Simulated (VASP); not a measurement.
# GaB2 (I4/mmm) in VASP: a series of runs

GaB2 is run at these levels: PBE; tasks: single point.

Program: VASP 6.6.1. These are calculated values, not measurements. Logs are shortened: lines on timing, memory, paths and dates and some standing lists are left out, and cuts for length are marked.

## 1. The cell of the first run

Symmetry: I4/mmm, No. 139, tetragonal system. The conventional cell has a = 3.509 Å, b = 3.509 Å, c = 5.575 Å, α = 90.00°, β = 90.00°, γ = 90.00°. Ga (site symmetry 4/mmm) has 10 B at 2.00 to 2.60 Å within 2.7 Å. B (site symmetry 4mm) has 1 B at 1.57 Å and 1 Ga at 2.00 Å within 2.1 Å.

## 2. Single point, PBE

INCAR

```
ALGO     = Normal         # electronic algorithm
EDIFF    = 1E-6           # SCF threshold, eV
ENCUT    = 500            # plane-wave cutoff, eV
GGA      = PE             # functional
GGA_COMPAT= F            
ISIF     = 2              # what is computed and relaxed
ISMEAR   = 0              # smearing method
LASPH    = T              # aspherical terms in the spheres
LCHARG   = F              # write CHGCAR
LREAL    = F              # projectors in reciprocal space
LWAVE    = F              # write WAVECAR
NBANDS   = 16             # bands
NELM     = 120            # most SCF steps
PREC     = Accurate       # precision mode
SIGMA    = 0.1            # smearing width, eV
```

KPOINTS

```
k-points
0
Gamma
  6 6 6
```

POSCAR

```
GaB2
1.0
   -1.7544452105      1.7544452105      2.7873212615
    1.7544452105     -1.7544452105      2.7873212615
    1.7544452105      1.7544452105     -2.7873212615
Ga B
1 2
Direct
    0.0000000000      0.0000000000      0.0000000000
    0.6403984477      0.6403984477      0.0000000000
    0.3596015523      0.3596015523      0.0000000000
```

Potentials or basis: VASP PAW PBE potentials, release 64 (Ga_d, B).

The run is started by

```console
$ cat potpaw_PBE.64/Ga_d/POTCAR potpaw_PBE.64/B/POTCAR > POTCAR
$ mpirun -np 1 vasp_std > vasp.out
```

OUTCAR:

```text
EDIFF = 1E-6
   ENCUT = 500
   GGA = PE
   ISIF = 2
   ISMEAR = 0
   LASPH = T
   LREAL = F
   NELM = 120
   PREC = Accurate

 ion  position               nearest neighbor table
   1  0.000  0.000  0.000-   2 2.00   3 2.00
   2  0.640  0.640  0.000-   3 1.57   1 2.00
   3  0.360  0.360  0.000-   2 1.57   1 2.00

  LATTYP: Found a body centered tetragonal cell.
 ALAT       =     3.5088904210
 C/A-ratio  =     1.5887194680

  Lattice vectors:

 A1 = (  -1.7544452105,   1.7544452105,   2.7873212615)
 A2 = (   1.7544452105,  -1.7544452105,   2.7873212615)
 A3 = (   1.7544452105,   1.7544452105,  -2.7873212615)

Analysis of symmetry for initial positions (statically):
=====================================================================
 Subroutine PRICEL returns:
 Original cell was already a primitive cell.

 Routine SETGRP: Setting up the symmetry group for a
 body centered tetragonal supercell.

 Subroutine GETGRP returns: Found 16 space group operations
 (whereof 16 operations were pure point group operations)
 out of a pool of 16 trial point group operations.

The static configuration has the point symmetry D_4h.

Analysis of symmetry for dynamics (positions and initial velocities):
=====================================================================
 Subroutine PRICEL returns:
 Original cell was already a primitive cell.

 Routine SETGRP: Setting up the symmetry group for a
 body centered tetragonal supercell.

 Subroutine GETGRP returns: Found 16 space group operations
 (whereof 16 operations were pure point group operations)
 out of a pool of 16 trial point group operations.

The dynamic configuration has the point symmetry D_4h.

 Subroutine INISYM returns: Found 16 space group operations
 (whereof 16 operations are pure point group operations),
 and found     1 'primitive' translations

----------------------------------------------------------------------------------------

                                     Primitive cell

  volume of cell :      34.3184

  direct lattice vectors                    reciprocal lattice vectors
    -1.754445210  1.754445210  2.787321261     0.000000000  0.284990376  0.179383700
     1.754445210 -1.754445210  2.787321261     0.284990376  0.000000000  0.179383700
     1.754445210  1.754445210 -2.787321261     0.284990376  0.284990376  0.000000000

  length of vectors
     3.731663946  3.731663946  3.731663946     0.336746234  0.336746234  0.403037255

  position of ions in fractional coordinates (direct lattice)
     0.000000000  0.000000000  0.000000000
     0.640398448  0.640398448  0.000000000
     0.359601552  0.359601552  0.000000000

  ion indices of the primitive-cell ions
   primitive index   ion index
                 1           1
                 2           2
                 3           3

----------------------------------------------------------------------------------------

 KPOINTS: k-points

Automatic generation of k-mesh.
 Grid dimensions read from file:
 generate k-points for:    6    6    6

 Generating k-lattice:

  Cartesian coordinates                     Fractional coordinates (reciprocal lattice)
     0.000000000  0.047498396  0.029897283     0.166666667 -0.000000000  0.000000000
     0.047498396  0.000000000  0.029897283    -0.000000000  0.166666667  0.000000000
     0.047498396  0.047498396  0.000000000     0.000000000  0.000000000  0.166666667

  Length of vectors
     0.056124372  0.056124372  0.067172876

  Shift w.r.t. Gamma in fractional coordinates (k-lattice)
     0.000000000  0.000000000  0.000000000

 Subroutine IBZKPT returns following result:
 ===========================================

 Found     30 irreducible k-points:

 Following reciprocal coordinates:
            Coordinates               Weight
  0.000000  0.000000  0.000000      1.000000
  0.166667  0.000000  0.000000      8.000000
  0.333333  0.000000  0.000000      8.000000
  0.500000  0.000000  0.000000      4.000000
  0.166667  0.166667  0.000000      8.000000
  0.333333  0.166667  0.000000     16.000000
[... 16 lines left out ...]
 -0.333333 -0.333333  0.166667      8.000000
 -0.166667 -0.333333  0.166667      8.000000
 [... further k-points ...]
   k-points           NKPTS =     30   k-points in BZ     NKDIM =     30   number of bands    NBANDS=     16
   number of dos      NEDOS =    301   number of ions     NIONS =      3
   total plane-waves  NPLWV =  21952
   dimension x,y,z NGX =    28 NGY =   28 NGZ =   28
   dimension x,y,z NGXF=    56 NGYF=   56 NGZF=   56
   ions per type =               1   2
   NGX,Y,Z   is equivalent  to a cutoff of  12.47, 12.47, 12.47 a.u.
   NGXF,Y,Z  is equivalent  to a cutoff of  24.95, 24.95, 24.95 a.u.
 SYSTEM =  unknown system
   PREC   = accura    normal or accurate (medium, high low for compatibility)
   ISTART =      0    job   : 0-new  1-cont  2-samecut
   ICHARG =      2    charge: 1-file 2-atom 10-const
   ISPIN  =      1    spin polarized calculation?
   LNONCOLLINEAR =      F non collinear calculations
   LSORBIT =      F    spin-orbit coupling
   LASPH  =      T    aspherical Exc in radial PAW
   ENCUT  =  500.0 eV  36.75 Ry    6.06 a.u.   6.80  6.80  6.80*2*pi/ulx,y,z
   NELM   =    120;   NELMIN=  2; NELMDL= -5     # of ELM steps
   EDIFF  = 0.1E-05   stopping-criterion for ELM
   LREAL  =      F    real-space projection
   EDIFFG = 0.1E-04   stopping-criterion for IOM
   NSW    =      0    number of steps for IOM
   IBRION =     -1    ionic relax: 0-MD 1-quasi-New 2-CG
   NFREE  =      0    steps in history (QN), initial steepest desc. (CG)
   ISIF   =      2    stress and relaxation
   ISYM   =      2    0-nonsym 1-usesym 2-fastsym
   POTIM  = 0.5000    time-step for ionic-motion
   TEBEG  =    0.0;   TEEND  =   0.0 temperature during run
   PSTRESS=    0.0 pullay stress
   NELECT =      19.0000    total number of electrons
   NUPDOWN=      -1.0000    fix difference up-down
   EMIN   =  10.00;   EMAX   =-10.00  energy-range for DOS
   EFERMI =   0.00;   METHOD = LEGACY
   ISMEAR =     0;   SIGMA  =   0.10  broadening in eV -4-tet -1-fermi 0-gaus
   EFERMI_NEDOS =   21; number of points for ismear=-14 and -15
   IALGO  =     38    algorithm
   IMIX   =      4    mixing-type and parameters
     AMIX     =   0.40;   BMIX     =  1.00
     AMIX_MAG =   1.60;   BMIX_MAG =  1.00
  volume/ion in A,a.u.               =      11.44        77.20
  Fermi-wavevector in a.u.,A,eV,Ry     =   1.344262  2.540286 24.586264  1.807039
  Thomas-Fermi vector in A             =   2.472269
   LORBIT       =      0    0 simple, 1 ext, 2 COOP (PROOUT), +10 PAW based schemes
   GGA     = PE    functional components
   LHFCALC =     F    Hartree Fock is set to
   AEXX    =    0.0000 exact exchange contribution
   IVDW    =     0    specifies the selected vdW correction
   LEPSILON=     F    determine dielectric tensor
   LRPA    =     F    only Hartree local field effects (RPA)
 non-spin polarized calculation
 Gauss-broadening in eV      SIGMA  =   0.10
  energy-cutoff  :      500.00
  volume of cell :       34.32
 maximum number of plane-waves:       882
   NGX = 13   NGY = 13   NGZ = 13

 number of electron      19.0000006 magnetization

 Free energy of the ion-electron system (eV)
  ---------------------------------------------------
  ext. energy  EPLUGINS =         0.00000000
  ---------------------------------------------------
  free energy    TOTEN  =       -13.44378937 eV

  energy without entropy =      -13.43669178  energy(sigma->0) =      -13.44024058

 E-fermi :   5.7031     XC(G=0): -11.2847

 val. band max:        5.7016120604   @ k =   0.1667   0.0000   0.0000
 cond. band min:       5.7151061165   @ k =   0.3333   0.1667   0.0000
 fundamental gap:      0.0134940561
 Fermi energy:         5.7030507031

 k-point     1 :       0.0000    0.0000    0.0000
  band No.  band energies     occupation
      1      -9.4771      2.00000
      2      -9.3380      2.00000
      3      -9.3085      2.00000
      4      -9.2845      2.00000
      5      -9.2845      2.00000
      6      -7.3834      2.00000
[... 8 lines left out ...]
     15      13.3025      0.00000
     16      13.3025      0.00000

 k-point     2 :       0.1667    0.0000    0.0000
  band No.  band energies     occupation
      1      -9.4705      2.00000
      2      -9.3305      2.00000
      3      -9.3185      2.00000
      4      -9.2835      2.00000
      5      -9.2724      2.00000
      6      -6.9753      2.00000
[... 8 lines left out ...]
     15      12.2847      0.00000
     16      14.6532      0.00000

 k-point     3 :       0.3333    0.0000    0.0000
  band No.  band energies     occupation
      1      -9.4656      2.00000
      2      -9.3410      2.00000
      3      -9.3243      2.00000
      4      -9.2705      2.00000
      5      -9.2459      2.00000
      6      -5.7586      2.00000
[... 8 lines left out ...]
     15      12.7262      0.00000
     16      16.9632      0.00000

 k-point     4 :       0.5000    0.0000    0.0000
  band No.  band energies     occupation
      1      -9.4664      2.00000
      2      -9.3525      2.00000
      3      -9.3256      2.00000
      4      -9.2582      2.00000
      5      -9.2323      2.00000
      6      -4.1647      2.00000
[... 8 lines left out ...]
     15      14.0577      0.00000
     16      18.9865      0.00000
[... 324 lines left out ...]
 k-point    22 :      -0.1667    0.5000    0.1667
  band No.  band energies     occupation
      1      -9.4688      2.00000
      2      -9.3363      2.00000
      3      -9.3276      2.00000
      4      -9.2584      2.00000
      5      -9.2277      2.00000
      6      -4.5185      2.00000
[... 8 lines left out ...]
     15      14.4964      0.00000
     16      15.7527      0.00000

 k-point    23 :      -0.3333   -0.3333    0.1667
  band No.  band energies     occupation
      1      -9.4745      2.00000
      2      -9.3339      2.00000
      3      -9.3238      2.00000
      4      -9.2475      2.00000
      5      -9.2321      2.00000
      6      -5.0606      2.00000
[... 8 lines left out ...]
     15      14.1989      0.00000
     16      16.7337      0.00000

 k-point    24 :      -0.1667   -0.3333    0.1667
  band No.  band energies     occupation
      1      -9.4721      2.00000
      2      -9.3410      2.00000
      3      -9.3147      2.00000
      4      -9.2556      2.00000
      5      -9.2424      2.00000
      6      -6.1089      2.00000
[... 8 lines left out ...]
     15      14.3736      0.00000
     16      14.5373      0.00000

 [... further k-points ...]

------------------------ aborting loop because EDIFF is reached ----------------------------------------

  FORCE on cell =-STRESS in cart. coord.  units (eV):
  Direction    XX          YY          ZZ          XY          YZ          ZX
  --------------------------------------------------------------------------------------
  -------------------------------------------------------------------------------------
  Total        0.0429457      0.0429457     -0.0609606      0.0000000     -0.0000000     -0.0000000
  in kB        2.0049483      2.0049483     -2.8459886      0.0000000     -0.0000000     -0.0000000
  external PRESSURE =       0.3879693 kB  Pullay stress =       0.0000000 kB

 VOLUME and BASIS-vectors are now :
 -----------------------------------------------------------------------------
  energy-cutoff  :      500.00
  volume of cell :       34.32
      direct lattice vectors                 reciprocal lattice vectors
    -1.754445210  1.754445210  2.787321261     0.000000000  0.284990376  0.179383700
     1.754445210 -1.754445210  2.787321261     0.284990376  0.000000000  0.179383700
     1.754445210  1.754445210 -2.787321261     0.284990376  0.284990376  0.000000000

 POSITION                                       TOTAL-FORCE (eV/Angst)
 -----------------------------------------------------------------------------------
      0.00000      0.00000      0.00000         0.000000      0.000000      0.000000
      0.00000      0.00000      3.56999        -0.000000     -0.000000     -0.003111
      0.00000      0.00000      2.00465         0.000000      0.000000      0.003111
 -----------------------------------------------------------------------------------
    total drift:                               -0.000000     -0.000000     -0.000000

  FREE ENERGIE OF THE ION-ELECTRON SYSTEM (eV)
  ---------------------------------------------------
  free  energy   TOTEN  =       -13.4437893702 eV

  energy  without entropy=      -13.4366917827  energy(sigma->0) =      -13.44024058
```

It took 7.2 s on 1 thread of Intel Xeon 6975P-C (Granite Rapids), shared host; peak memory 0.16 GiB.

Results:

| Item | Value |
| --- | --- |
| Free energy | -13.4438 eV |
| Pressure | 0.0 GPa |
| Largest force | 0.003 eV/Å |
| Band gap on the k mesh | zero (an odd number of electrons rules out a gap without spin polarisation) |

Forces in eV/Å, atoms in the order of the input:
```
Ga   0.000  0.000  0.000
B    0.000  0.000 -0.003
B    0.000  0.000  0.003
```

Levels at points of the mesh, in eV from the Fermi level:
```
           k point  band 7  band 8  band 9  band 10  band 11  band 12
(0.00, 0.00, 0.00)   -3.34   -1.11    0.44     0.44     2.11     2.11
(0.50, 0.00, 0.00)   -8.94   -3.65   -0.25     0.37     2.32     2.97
(0.50, 0.50, 0.00)   -6.41   -5.47   -4.64    -2.29    -0.75     5.71
(0.50, 0.50, 0.50)   -8.40   -3.44   -3.23    -3.23     4.51     5.13
```

## 3. Single point, PBE

This run uses another cell than the first one, of 9.81 Å³/atom.

INCAR

```
SYSTEM = GaB2
ALGO = Normal ; EDIFF = 1E-6
ENCUT = 500 ; GGA = PE
GGA_COMPAT = .False. ; ISIF = 2
ISMEAR = 0 ; LASPH = .True.
LCHARG = .False. ; LREAL = .False.
LWAVE = .False. ; NBANDS = 16
NELM = 120 ; PREC = Accurate
SIGMA = 0.1
```

KPOINTS

```
k-points
0
Gamma
  8 8 8
  0 0 0
```

POSCAR

```
GaB2
1.0
   -1.4423037807      1.4423037807      3.5381514620
    1.4423037807     -1.4423037807      3.5381514620
    1.4423037807      1.4423037807     -3.5381514620
Ga B
1 2
Direct
    0.0000000000      0.0000000000      0.0000000000
    0.6650000000      0.6650000000      0.0000000000
    0.3350000000      0.3350000000      0.0000000000
```

Potentials or basis: VASP PAW PBE potentials, release 64 (Ga_d, B).

The run is started by

```console
$ cat potpaw_PBE.64/Ga_d/POTCAR potpaw_PBE.64/B/POTCAR > POTCAR
$ mpirun -np 1 vasp_std > vasp.out
```

OUTCAR:

```text
SYSTEM = GaB2
   EDIFF = 1E-6
   ENCUT = 500
   GGA = PE
   ISIF = 2
   ISMEAR = 0
   LASPH = .True.
   LREAL = .False.
   NELM = 120
   PREC = Accurate

 ion  position               nearest neighbor table
   1  0.000  0.000  0.000-   2 2.35   2 2.35   2 2.35   3 2.35   2 2.35   3 2.35   3 2.35   3 2.35
                             2 2.37   3 2.37
   2  0.665  0.665  0.000-   1 2.35   1 2.35   1 2.35   1 2.35   1 2.37
   3  0.335  0.335  0.000-   1 2.35   1 2.35   1 2.35   1 2.35   1 2.37

  LATTYP: Found a body centered tetragonal cell.
 ALAT       =     2.8846075614
[... 653 lines left out ...]
  Direction    XX          YY          ZZ          XY          YZ          ZX
  --------------------------------------------------------------------------------------
  -------------------------------------------------------------------------------------
  Total        2.4623841      2.4623841     -2.4781384      0.0000000     -0.0000000      0.0000000
  in kB      134.0036043    134.0036043   -134.8609576      0.0000000     -0.0000000      0.0000000
  external PRESSURE =      44.3820836 kB  Pullay stress =       0.0000000 kB

 VOLUME and BASIS-vectors are now :
 -----------------------------------------------------------------------------
  energy-cutoff  :      500.00
  volume of cell :       29.44
      direct lattice vectors                 reciprocal lattice vectors
    -1.442303781  1.442303781  3.538151462     0.000000000  0.346667607  0.141316731
     1.442303781 -1.442303781  3.538151462     0.346667607  0.000000000  0.141316731
     1.442303781  1.442303781 -3.538151462     0.346667607  0.346667607  0.000000000

 POSITION                                       TOTAL-FORCE (eV/Angst)
 -----------------------------------------------------------------------------------
      0.00000      0.00000      0.00000         0.000000      0.000000     -0.000000
      0.00000      0.00000      4.70574        -0.000000     -0.000000      0.940213
      0.00000      0.00000      2.37056        -0.000000     -0.000000     -0.940213
 -----------------------------------------------------------------------------------
    total drift:                               -0.000000      0.000000     -0.000000

  FREE ENERGIE OF THE ION-ELECTRON SYSTEM (eV)
  ---------------------------------------------------
  free  energy   TOTEN  =       -11.6199188893 eV

  energy  without entropy=      -11.6159179957  energy(sigma->0) =      -11.61791844
```

OSZICAR:

```text
N       E                     dE             d eps       ncg     rms          rms(c)
DAV:   1     0.669623631333E+02    0.66962E+02   -0.90650E+03  2048   0.179E+03
DAV:   2    -0.794347087416E+01   -0.74906E+02   -0.72285E+02  2240   0.298E+02
DAV:   3    -0.118449074422E+02   -0.39014E+01   -0.38758E+01  2120   0.559E+01
DAV:   4    -0.118777939789E+02   -0.32887E-01   -0.32881E-01  2464   0.548E+00
DAV:   5    -0.118781195655E+02   -0.32559E-03   -0.32557E-03  2208   0.516E-01    0.242E+00
DAV:   6    -0.116532625367E+02    0.22486E+00   -0.43530E-01  2768   0.165E+01    0.119E+00
DAV:   7    -0.116237719288E+02    0.29491E-01   -0.72133E-02  2864   0.245E+00    0.486E-01
DAV:   8    -0.116201726568E+02    0.35993E-02   -0.54379E-03  2264   0.988E-01    0.140E-01
DAV:   9    -0.116199255941E+02    0.24706E-03   -0.46714E-04  2712   0.331E-01    0.218E-02
DAV:  10    -0.116199184592E+02    0.71349E-05   -0.35930E-05  2400   0.655E-02    0.848E-03
DAV:  11    -0.116199188893E+02   -0.43010E-06   -0.19452E-06  1832   0.204E-02
   1 F= -.11619919E+02 E0= -.11617918E+02  d E =-.400089E-02
```

Run time: 14 s. Hardware: 1 thread of Intel Xeon 6975P-C (Granite Rapids), shared host; peak memory 0.17 GiB.

Results:

```yaml
Free_energy: -11.6199 eV
Pressure: 4.4 GPa
Largest_force: 0.940 eV/Å
Band_gap_on_the_k_mesh: zero (an odd number of electrons rules out a gap without spin polarisation)
```

Forces on the atoms (eV/Å):
```
Ga   0.000  0.000  0.000
B    0.000  0.000  0.940
B    0.000  0.000 -0.940
```

Stress tensor (GPa, compression positive):
```
 13.40   0.00   0.00
  0.00  13.40   0.00
  0.00   0.00 -13.49
```

Caveat: the cell stands under pressure.
